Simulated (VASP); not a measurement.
# TaPSe4 (F-43m) in VASP: notebook, part 2 of 2

VASP 6.6.1.

## (5) Relaxation of cell and atoms, PBE, collinear spin

This run uses another cell than the first one, of 23.92 Å³/atom.

Input file INCAR:

```
SYSTEM = TaPSe4
ALGO = Normal
EDIFF = 1E-7
EDIFFG = -0.04
ENCUT = 600
GGA = PE
IBRION = 2
ISIF = 3
ISMEAR = 0
ISPIN = 2
LASPH = .True.
LCHARG = .False.
LMAXMIX = 4
LORBIT = 11
LREAL = .False.
LWAVE = .False.
MAGMOM = 1 0 0 0 0 0
NELM = 150
NSW = 90
PREC = Accurate
SIGMA = 0.1
```

Input file KPOINTS:

```
k-points
0
Gamma
  4 4 4
  0 0 0
```

Input file POSCAR:

```
TaPSe4
1.0
    0.0000000000      4.1558141200      4.1558141200
    4.1558141200      0.0000000000      4.1558141200
    4.1558141200      4.1558141200      0.0000000000
Ta P Se
1 1 4
Direct
    0.2500000000      0.2500000000      0.2500000000
    0.5000000000      0.5000000000      0.5000000000
    0.8742122000      0.3773634100      0.8742122000
    0.8742122000      0.8742122000      0.3773634100
    0.8742122000      0.8742122000      0.8742122000
    0.3773634100      0.8742122000      0.8742122000
```

Potentials or basis: VASP PAW PBE potentials, release 64 (Ta_pv, P, Se).

Started as:

```console
$ cat potpaw_PBE.64/Ta_pv/POTCAR potpaw_PBE.64/P/POTCAR potpaw_PBE.64/Se/POTCAR > POTCAR
$ mpirun -np 1 vasp_std > vasp.out
```

OUTCAR:

```text
SYSTEM = TaPSe4
   EDIFF = 1E-7
   EDIFFG = -0.04
   ENCUT = 600
   GGA = PE
   IBRION = 2
   ISIF = 3
   ISMEAR = 0
   ISPIN = 2
   LASPH = .True.
   LORBIT = 11
   LREAL = .False.
   NELM = 150
   NSW = 90
   PREC = Accurate

 ion  position               nearest neighbor table
   1  0.250  0.250  0.250-
   2  0.500  0.500  0.500-
   3  0.874  0.377  0.874-
   4  0.874  0.874  0.377-
   5  0.874  0.874  0.874-
   6  0.377  0.874  0.874-

  LATTYP: Found a face centered cubic cell.
 ALAT       =     8.3116282400

  Lattice vectors:

 A1 = (   0.0000000000,   4.1558141200,   4.1558141200)
 A2 = (   4.1558141200,   0.0000000000,   4.1558141200)
 A3 = (   4.1558141200,   4.1558141200,   0.0000000000)

[... 895 lines left out ...]
  ext. energy  EPLUGINS =         0.00000000
  ---------------------------------------------------
  free energy    TOTEN  =       -24.49633054 eV

  energy without entropy =      -24.46505071  energy(sigma->0) =      -24.48069063

 E-fermi :   6.3231     XC(G=0): -10.8833

 val. band max:        6.3154426882   @ k =   0.2500   0.0000   0.0000
 cond. band min:       6.4255925339   @ k =   0.2500   0.0000   0.0000
 fundamental gap:      0.1101498457
 Fermi energy:         6.3231001725

 spin component 1

 k-point     1 :       0.0000    0.0000    0.0000
  band No.  band energies     occupation
      1     -29.6587      1.00000
      2     -29.6587      1.00000
      3     -29.6587      1.00000
      4     -10.6783      1.00000
      5      -6.1686      1.00000
      6      -6.1686      1.00000
[... 473 lines left out ...]
  FREE ENERGIE OF THE ION-ELECTRON SYSTEM (eV)
  ---------------------------------------------------
  free  energy   TOTEN  =       -24.4963305375 eV

  energy  without entropy=      -24.4650507134  energy(sigma->0) =      -24.48069063

 reached required accuracy - stopping structural energy minimisation

 total charge

# of ion       s       p       d       tot
------------------------------------------
    1        0.240   6.005   2.116   8.362
    2        1.142   1.182   0.000   2.324
    3        1.551   2.077   0.089   3.718
    4        1.551   2.077   0.089   3.718
    5        1.551   2.077   0.089   3.718
    6        1.551   2.077   0.089   3.718
--------------------------------------------------
tot          7.586  15.496   2.474  25.556

 magnetization (x)

# of ion       s       p       d       tot
------------------------------------------
    1        0.000   0.000   0.000   0.000
    2       -0.000  -0.000   0.000  -0.000
    3       -0.000  -0.000  -0.000  -0.000
    4       -0.000  -0.000  -0.000  -0.000
    5       -0.000  -0.000  -0.000  -0.000
    6       -0.000  -0.000  -0.000  -0.000
--------------------------------------------------
tot          0.000  -0.000   0.000  -0.000
```

CONTCAR:

```text
TaPSe4
   1.00000000000000
     0.0000000000000000    3.8932620981816313    3.8932620981816313
     3.8932620981816313    0.0000000000000000    3.8932620981816313
     3.8932620981816313    3.8932620981816313    0.0000000000000000
  Ta              P               Se
     1     1     4
Direct
     0.2500000000000000    0.2500000000000000    0.2500000000000000
     0.5000000000000000    0.5000000000000000    0.5000000000000000
     0.8759790250726740    0.3720629347819859    0.8759790250726740
     0.8759790250726740    0.8759790250726740    0.3720629347819859
     0.8759790250726740    0.8759790250726740    0.8759790250726740
     0.3720629347819859    0.8759790250726740    0.8759790250726740

  0.00000000E+00  0.00000000E+00  0.00000000E+00
  0.00000000E+00  0.00000000E+00  0.00000000E+00
  0.00000000E+00  0.00000000E+00  0.00000000E+00
  0.00000000E+00  0.00000000E+00  0.00000000E+00
  0.00000000E+00  0.00000000E+00  0.00000000E+00
  0.00000000E+00  0.00000000E+00  0.00000000E+00
```

Wall time 6.5 min (1 thread of AMD EPYC 9R45 (Zen 5), shared host); peak memory 0.42 GiB.

What came out:

- Free energy: -24.4963 eV
- Relaxed volume: 19.67 Å³/atom
- Relaxed cell: a = 5.506 Å, b = 5.506 Å, c = 5.506 Å, α = 60.00°, β = 60.00°, γ = 60.00°
- Space group after relaxing (to 0.1 Å): F-43m (No. 216)
- Energy gained by relaxing: 170.3 meV/atom
- Ionic steps: 7
- Pressure after relaxing: -0.2 GPa
- Largest force after relaxing: 0.003 eV/Å
- Band gap on the k mesh: zero (filled and empty bands overlap)
- Net moment: 0.00 μB per cell
- Valence electrons inside the program's atomic spheres: Ta 8.36; P 2.32; Se 3.72

Forces on the atoms (eV/Å):
```
Ta   0.000  0.000  0.000
P    0.000  0.000  0.000
Se  -0.002  0.002 -0.002
Se  -0.002 -0.002  0.002
Se   0.002  0.002  0.002
Se   0.002 -0.002 -0.002
```

Step by step:
| step | energy change (eV) | largest force (eV/Å) | pressure (GPa) | volume (Å³) |
| --- | --- | --- | --- | --- |
| 1 | 0.0000 | 0.2762 | -10.41 | 143.55 |
| 2 | -0.9772 | 0.2280 | 3.22 | 113.61 |
| 3 | -1.0151 | 0.2638 | 0.07 | 117.62 |
| 4 | -1.0146 | 0.2604 | 0.41 | 117.14 |
| 5 | -1.0213 | 0.0047 | 0.44 | 117.13 |
| 6 | -1.0213 | 0.0006 | 0.44 | 117.13 |
| 7 | -1.0220 | 0.0035 | -0.20 | 118.02 |

Final structure:
```
Ta P Se
1.0
     0.00000    3.89326    3.89326
     3.89326    0.00000    3.89326
     3.89326    3.89326    0.00000
Ta P Se
1 1 4
Direct
  0.25000 0.25000 0.25000
  0.50000 0.50000 0.50000
  0.87598 0.37206 0.87598
  0.87598 0.87598 0.37206
  0.87598 0.87598 0.87598
  0.37206 0.87598 0.87598
```

Levels at points of the mesh, in eV from the Fermi level:
Spin up:
| k point | band 17 | band 18 | band 19 | band 20 | band 21 | band 22 | band 23 | band 24 |
| --- | --- | --- | --- | --- | --- | --- | --- | --- |
| (0.00, 0.00, 0.00) | -1.56 | -0.26 | 1.06 | 1.06 | 1.06 | 1.50 | 1.50 | 1.50 |
| (0.50, 0.00, 0.00) | -2.84 | -0.73 | -0.09 | -0.09 | 0.24 | 0.99 | 0.99 | 1.44 |
| (0.50, 0.50, 0.00) | -2.48 | -2.44 | -0.82 | -0.82 | -0.82 | 0.71 | 1.24 | 1.79 |
Spin down:
```tsv
k point	band 16	band 17	band 18	band 19	band 20	band 21	band 22	band 23	band 24	band 25
(0.00, 0.00, 0.00)	-1.56	-1.56	-0.26	1.06	1.06	1.06	1.50	1.50	1.50	1.52
(0.50, 0.00, 0.00)	-2.84	-2.84	-0.73	-0.09	-0.09	0.24	0.99	0.99	1.44	1.44
(0.50, 0.50, 0.00)	-2.99	-2.48	-2.44	-0.82	-0.82	-0.82	0.71	1.24	1.79	1.79
```

Caveat: the volume moved by over 15 % at a fixed basis, so the end points are rough; spin-orbit coupling is left out, which moves the levels of the heavy elements.

## (6) Overview

```tsv
task	spin	cell	k mesh	cutoff (eV)	gap on the mesh (eV)	pressure (GPa)	moment (μB)	relaxed volume (Å³/atom)
single point	off	a = 5.489 Å, angles 60.0°, 6 atoms, atomic positions A	8 × 8 × 8	520	none	0.1	-	-
relaxation of cell and atoms	off	relaxed from a = 5.504 Å, angles 60.0°, 6 atoms, atomic positions B	8 × 8 × 8	600	none	0.0	-	19.50
single point	collinear	a = 5.504 Å, angles 60.0°, 6 atoms, atomic positions B	4 × 4 × 4	520	none	-0.1	0.00	-
relaxation of cell and atoms	collinear	relaxed from a = 5.877 Å, angles 60.0°, 6 atoms, atomic positions C	4 × 4 × 4	600	none	-0.2	0.00	19.67
```

Alike in all rows: level PBE; potentials or basis VASP PAW PBE potentials, release 64 (Ta_pv, P, Se); smearing gaussian 0.1 eV.

Caveats: spin-orbit coupling is left out, which moves the levels of the heavy elements; the volume moved by over 15 % at a fixed basis, so the end points are rough (at least some runs).

Total energies depend on the potentials used, so only differences within one code and one set of settings carry meaning.

The gap in the log of VASP goes by the Fermi energy; the results here count the filled bands.